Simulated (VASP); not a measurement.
# Eu (Im-3m) in VASP: a series of runs

Aim: see how the results for Eu move with the level of theory and the settings. Levels: r2SCAN, PBE. Tasks: single point.

All numbers are computed with VASP 6.6.1; they aren't measurements. Logs are shortened: lines on timing, memory, paths and dates and some standing lists are left out, and cuts for length are marked.

## (1) The cell of the first run

The structure is cubic, space group Im-3m (No. 229). The conventional cell has a = 4.696 Å, b = 4.696 Å, c = 4.696 Å, α = 90.00°, β = 90.00°, γ = 90.00°. Eu (site symmetry m-3m) has 14 Eu at 4.07 to 4.70 Å within 5.3 Å.

## (2) Single point, r2SCAN, collinear spin, ferromagnetic start

File POSCAR:

```
Eu
1.0
   -2.3481683300      2.3481683300      2.3481683300
    2.3481683300     -2.3481683300      2.3481683300
    2.3481683300      2.3481683300     -2.3481683300
Eu
1
Direct
    0.0000000000      0.0000000000      0.0000000000
```

File INCAR.step1:

```
SYSTEM = Eu
PREC = Accurate
ENCUT = 520
ISMEAR = -1
SIGMA = 0.05
LREAL = .FALSE.
LASPH = .TRUE.
NELM = 150
ISPIN = 2
MAGMOM = 7
LMAXMIX = 6
NBANDS = 18
GGA = PE
ALGO = Normal
EDIFF = 1E-4
LWAVE = .TRUE.
LCHARG = .FALSE.
```

File INCAR.step2:

```
SYSTEM = Eu
PREC = Accurate
ENCUT = 520
EDIFF = 1E-6
ISMEAR = -1
SIGMA = 0.05
LREAL = .FALSE.
LASPH = .TRUE.
NELM = 150
ALGO = Normal
ISIF = 2
LWAVE = .FALSE.
LCHARG = .FALSE.
ISPIN = 2
MAGMOM = 7
LORBIT = 11
LMAXMIX = 6
METAGGA = R2SCAN
LMIXTAU = .TRUE.
NBANDS = 18
ISTART = 1
```

File KPOINTS:

```
regular mesh
0
G
  8 8 8
  0 0 0
```

Potentials or basis: VASP PAW PBE potentials, release 64 (Eu).

Launch:

```bash
cat potpaw_PBE.64/Eu/POTCAR > POTCAR
cp INCAR.step1 INCAR
mpirun -np 1 vasp_std > vasp.out
cp INCAR.step2 INCAR
mpirun -np 1 vasp_std > vasp.out
```

OUTCAR:

```text
SYSTEM = Eu
   PREC = Accurate
   ENCUT = 520
   EDIFF = 1E-6
   ISMEAR = -1
   LREAL = .FALSE.
   LASPH = .TRUE.
   NELM = 150
   ISIF = 2
   ISPIN = 2
   LORBIT = 11
   METAGGA = R2SCAN
   ISTART = 1

 ion  position               nearest neighbor table
   1  0.000  0.000  0.000-

  LATTYP: Found a body centered cubic cell.
 ALAT       =     4.6963366600

  Lattice vectors:

 A1 = (  -2.3481683300,   2.3481683300,   2.3481683300)
 A2 = (   2.3481683300,  -2.3481683300,   2.3481683300)
 A3 = (   2.3481683300,   2.3481683300,  -2.3481683300)

Analysis of symmetry for initial positions (statically):
=====================================================================
 Subroutine PRICEL returns:
 Original cell was already a primitive cell.

 Routine SETGRP: Setting up the symmetry group for a
 body centered cubic supercell.

 Subroutine GETGRP returns: Found 48 space group operations
 (whereof 48 operations were pure point group operations)
 out of a pool of 48 trial point group operations.

The static configuration has the point symmetry O_h .

Analysis of symmetry for dynamics (positions and initial velocities):
=====================================================================
 Subroutine PRICEL returns:
 Original cell was already a primitive cell.

 Routine SETGRP: Setting up the symmetry group for a
 body centered cubic supercell.

 Subroutine GETGRP returns: Found 48 space group operations
 (whereof 48 operations were pure point group operations)
 out of a pool of 48 trial point group operations.

The dynamic configuration has the point symmetry O_h .

Analysis of structural, dynamic, and magnetic symmetry:
=====================================================================
 Subroutine PRICEL returns:
 Original cell was already a primitive cell.

 Routine SETGRP: Setting up the symmetry group for a
 body centered cubic supercell.

 Subroutine GETGRP returns: Found 48 space group operations
 (whereof 48 operations were pure point group operations)
 out of a pool of 48 trial point group operations.

The overall configuration has the point symmetry O_h .

 Subroutine INISYM returns: Found 48 space group operations
 (whereof 48 operations are pure point group operations),
 and found     1 'primitive' translations

----------------------------------------------------------------------------------------

                                     Primitive cell

  volume of cell :      51.7902

  direct lattice vectors                    reciprocal lattice vectors
    -2.348168330  2.348168330  2.348168330     0.000000000  0.212931924  0.212931924
     2.348168330 -2.348168330  2.348168330     0.212931924  0.000000000  0.212931924
     2.348168330  2.348168330 -2.348168330     0.212931924  0.212931924  0.000000000

  length of vectors
     4.067146852  4.067146852  4.067146852     0.301131215  0.301131215  0.301131215

  position of ions in fractional coordinates (direct lattice)
     0.000000000  0.000000000  0.000000000

  ion indices of the primitive-cell ions
   primitive index   ion index
                 1           1

----------------------------------------------------------------------------------------

 KPOINTS: regular mesh

Automatic generation of k-mesh.
 Grid dimensions read from file:
 generate k-points for:    8    8    8

 Generating k-lattice:

  Cartesian coordinates                     Fractional coordinates (reciprocal lattice)
     0.000000000  0.026616490  0.026616490     0.125000000  0.000000000  0.000000000
     0.026616490  0.000000000  0.026616490     0.000000000  0.125000000  0.000000000
     0.026616490  0.026616490  0.000000000     0.000000000  0.000000000  0.125000000

  Length of vectors
     0.037641402  0.037641402  0.037641402

  Shift w.r.t. Gamma in fractional coordinates (k-lattice)
     0.000000000  0.000000000  0.000000000

 Subroutine IBZKPT returns following result:
 ===========================================

 Found     29 irreducible k-points:

 Following reciprocal coordinates:
            Coordinates               Weight
  0.000000  0.000000  0.000000      1.000000
  0.125000  0.000000  0.000000     12.000000
  0.250000  0.000000  0.000000     12.000000
  0.375000  0.000000  0.000000     12.000000
  0.500000  0.000000  0.000000      6.000000
  0.125000  0.125000  0.000000     24.000000
[... 16 lines left out ...]
 -0.250000  0.250000  0.250000      6.000000
 -0.375000  0.375000  0.250000     24.000000
 [... further k-points ...]
   k-points           NKPTS =     29   k-points in BZ     NKDIM =     29   number of bands    NBANDS=     18
   number of dos      NEDOS =    301   number of ions     NIONS =      1
   total plane-waves  NPLWV =  27000
   dimension x,y,z NGX =    30 NGY =   30 NGZ =   30
   dimension x,y,z NGXF=    60 NGYF=   60 NGZF=   60
   ions per type =               1
   NGX,Y,Z   is equivalent  to a cutoff of  12.26, 12.26, 12.26 a.u.
   NGXF,Y,Z  is equivalent  to a cutoff of  24.53, 24.53, 24.53 a.u.
 SYSTEM =  Eu
   PREC   = accura    normal or accurate (medium, high low for compatibility)
   ISTART =      1    job   : 0-new  1-cont  2-samecut
   ICHARG =      0    charge: 1-file 2-atom 10-const
   ISPIN  =      2    spin polarized calculation?
   LNONCOLLINEAR =      F non collinear calculations
   LSORBIT =      F    spin-orbit coupling
   LASPH  =      T    aspherical Exc in radial PAW
   ENCUT  =  520.0 eV  38.22 Ry    6.18 a.u.   7.56  7.56  7.56*2*pi/ulx,y,z
   NELM   =    150;   NELMIN=  2; NELMDL=  0     # of ELM steps
   EDIFF  = 0.1E-05   stopping-criterion for ELM
   LREAL  =      F    real-space projection
   EDIFFG = 0.1E-04   stopping-criterion for IOM
   NSW    =      0    number of steps for IOM
   IBRION =     -1    ionic relax: 0-MD 1-quasi-New 2-CG
   NFREE  =      0    steps in history (QN), initial steepest desc. (CG)
   ISIF   =      2    stress and relaxation
   ISYM   =      2    0-nonsym 1-usesym 2-fastsym
   POTIM  = 0.5000    time-step for ionic-motion
   TEBEG  =    0.0;   TEEND  =   0.0 temperature during run
   PSTRESS=    0.0 pullay stress
   NELECT =      17.0000    total number of electrons
   NUPDOWN=      -1.0000    fix difference up-down
   EMIN   =  10.00;   EMAX   =-10.00  energy-range for DOS
   EFERMI =   0.00;   METHOD = LEGACY
   ISMEAR =    -1;   SIGMA  =   0.05  broadening in eV -4-tet -1-fermi 0-gaus
   EFERMI_NEDOS =   21; number of points for ismear=-14 and -15
   IALGO  =     38    algorithm
   IMIX   =      4    mixing-type and parameters
     AMIX     =   0.40;   BMIX     =  1.00
     AMIX_MAG =   1.60;   BMIX_MAG =  1.00
  volume/ion in A,a.u.               =      51.79       349.50
  Fermi-wavevector in a.u.,A,eV,Ry     =   1.129298  2.134064 17.351702  1.275314
  Thomas-Fermi vector in A             =   2.265991
   LORBIT       =     11    0 simple, 1 ext, 2 COOP (PROOUT), +10 PAW based schemes
   METAGGA = R2SCAN    functional components
   LHFCALC =     F    Hartree Fock is set to
   AEXX    =    0.0000 exact exchange contribution
   IVDW    =     0    specifies the selected vdW correction
   LEPSILON=     F    determine dielectric tensor
   LRPA    =     F    only Hartree local field effects (RPA)
 spin polarized calculation
  energy-cutoff  :      520.00
  volume of cell :       51.79
 maximum number of plane-waves:      1433
   NGX = 15   NGY = 15   NGZ = 15

 number of electron      16.9999992 magnetization       7.7062222

 Free energy of the ion-electron system (eV)
  ---------------------------------------------------
  ext. energy  EPLUGINS =         0.00000000
  ---------------------------------------------------
  free energy    TOTEN  =       -39.60967864 eV

  energy without entropy =      -39.59555047  energy(sigma->0) =      -39.60261455

 E-fermi :   1.3492     XC(G=0):  -8.4524

 val. band max:        1.3044095919   @ k =  -0.3750   0.3750   0.2500
 cond. band min:       1.4318284320   @ k =  -0.3750   0.3750   0.2500
 fundamental gap:      0.1274188401
 Fermi energy:         1.3492026155

 spin component 1

 k-point     1 :       0.0000    0.0000    0.0000
  band No.  band energies     occupation
      1     -41.9161      1.00000
      2     -19.9834      1.00000
      3     -19.9834      1.00000
      4     -19.9834      1.00000
      5      -3.1114      1.00000
      6       0.7848      0.99999
[... 10 lines left out ...]
     17       4.5798      0.00000
     18      10.1756      0.00000

 k-point     2 :       0.1250    0.0000    0.0000
  band No.  band energies     occupation
      1     -41.9140      1.00000
      2     -20.0175      1.00000
      3     -19.9943      1.00000
      4     -19.9835      1.00000
      5      -2.8084      1.00000
      6       0.7844      0.99999
[... 10 lines left out ...]
     17       4.5948      0.00000
     18      10.3826      0.00000
[... 442 lines left out ...]
 k-point    24 :      -0.3750    0.3750    0.2500
  band No.  band energies     occupation
      1     -41.8984      1.00000
      2     -20.1514      1.00000
      3     -20.0887      1.00000
      4     -20.0668      1.00000
      5      -0.0975      1.00000
      6       0.6964      1.00000
[... 10 lines left out ...]
     17       5.3976      0.00000
     18       8.3532      0.00000

 [... further k-points ...]

 spin component 2

 k-point     1 :       0.0000    0.0000    0.0000
  band No.  band energies     occupation
      1     -38.1423      1.00000
      2     -17.2758      1.00000
      3     -17.2758      1.00000
      4     -17.2758      1.00000
      5      -1.7228      1.00000
      6       4.4601      0.00000
[... 10 lines left out ...]
     17       7.4620      0.00000
     18      11.7164      0.00000

 k-point     2 :       0.1250    0.0000    0.0000
  band No.  band energies     occupation
      1     -38.1393      1.00000
      2     -17.3209      1.00000
      3     -17.2903      1.00000
      4     -17.2757      1.00000
      5      -1.4130      1.00000
      6       4.1866      0.00000
[... 10 lines left out ...]
     17       7.4682      0.00000
     18      11.9094      0.00000
[... 442 lines left out ...]
 k-point    24 :      -0.3750    0.3750    0.2500
  band No.  band energies     occupation
      1     -38.1171      1.00000
      2     -17.4973      1.00000
      3     -17.4158      1.00000
      4     -17.3864      1.00000
      5       1.3044      0.71010
      6       2.5361      0.00000
[... 10 lines left out ...]
     17       7.5814      0.00000
     18      10.0516      0.00000

 [... further k-points ...]
[... 5 lines left out ...]
  --------------------------------------------------------------------------------------
  -------------------------------------------------------------------------------------
  Total       -0.6626889     -0.6626889     -0.6626889     -0.0000000     -0.0000000      0.0000000
  in kB      -20.5008848    -20.5008848    -20.5008848     -0.0000000     -0.0000000      0.0000000
  external PRESSURE =     -20.5008848 kB  Pullay stress =       0.0000000 kB

 VOLUME and BASIS-vectors are now :
 -----------------------------------------------------------------------------
  energy-cutoff  :      520.00
  volume of cell :       51.79
      direct lattice vectors                 reciprocal lattice vectors
    -2.348168330  2.348168330  2.348168330     0.000000000  0.212931924  0.212931924
     2.348168330 -2.348168330  2.348168330     0.212931924  0.000000000  0.212931924
     2.348168330  2.348168330 -2.348168330     0.212931924  0.212931924  0.000000000

 POSITION                                       TOTAL-FORCE (eV/Angst)
 -----------------------------------------------------------------------------------
      0.00000      0.00000      0.00000         0.000000      0.000000     -0.000000
 -----------------------------------------------------------------------------------
    total drift:                               -0.000000     -0.000000      0.000000

  FREE ENERGIE OF THE ION-ELECTRON SYSTEM (eV)
  ---------------------------------------------------
  free  energy   TOTEN  =       -39.6096786396 eV

  energy  without entropy=      -39.5955504701  energy(sigma->0) =      -39.60261455

 total charge

# of ion       s       p       d       f       tot
--------------------------------------------------
    1        2.074   5.773   0.205   6.722  14.774

 magnetization (x)

# of ion       s       p       d       f       tot
--------------------------------------------------
    1       -0.012  -0.160   0.144   6.721   6.693
```

It took 4.3 min on 1 thread of AMD EPYC 7R13, shared host; peak memory 0.23 GiB.

What came out:

* Free energy: -39.6097 eV
* Pressure: -2.1 GPa
* Net moment: 7.71 μB per cell
* Site moments: Eu +6.69 μB
* Valence electrons inside the program's atomic spheres: Eu 14.77

Caveat: the PAW data sets were made with another functional, which shifts forces and pressure a little; spin-orbit coupling is left out, which moves the levels of the heavy elements; semilocal functionals describe open f shells poorly, which spoils levels, moments and volumes. The state reached can hang on the start; a lower one may exist.

[end of part 1 of 2]
